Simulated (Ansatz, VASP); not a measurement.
One calculation of GdN, two programs

```xyz
2
Lattice="0.0000 2.4902 2.5090 2.4843 0.0000 2.5090 2.4843 2.4902 0.0000" Properties=species:S:1:pos:R:3 pbc="T T T"
Gd    2.4843    2.4902    1.5587
N     2.4843    2.4902    3.9786
```

Alike in both runs: functional PBE; k mesh 5 × 5 × 5; occupations gaussian, width 0.15 eV; collinear spin.

Ansatz relaxed the structure, and its values are those at the end. VASP's run is a single point on that final structure, the one shown.

|  | VASP | Ansatz |
| --- | --- | --- |
| version | VASP 6.6.1 | Ansatz 0.2.0 |
| potentials or method | VASP PAW PBE potentials, release 64 (Gd, N), cutoff 520 eV | scalar-relativistic, plane waves, PAW |
| valence electrons in the cell | 23 | 23 |

|  | VASP | Ansatz | Ansatz less VASP |
| --- | --- | --- | --- |
| gap on the k mesh at the Fermi level (eV) | none | none | - |
| pressure (GPa) | -0.3 | -0.3 | +0.08 |
| rms of the force components (eV/Å) | 0.012 | 0.011 | -0.0008 |
| net moment per atom (μB) | 3.50 | 3.50 | 0.000 |
| size of the moment on the site where the two differ most (μB) | 6.80 | 6.84 | +0.039 |

Site moments also hang on the region over which each program counts them. A gap of «none» marks a metal or a gap that the smearing closes.

The k mesh is coarse, so the values compare programs but aren't converged. Spin-orbit coupling is off throughout.
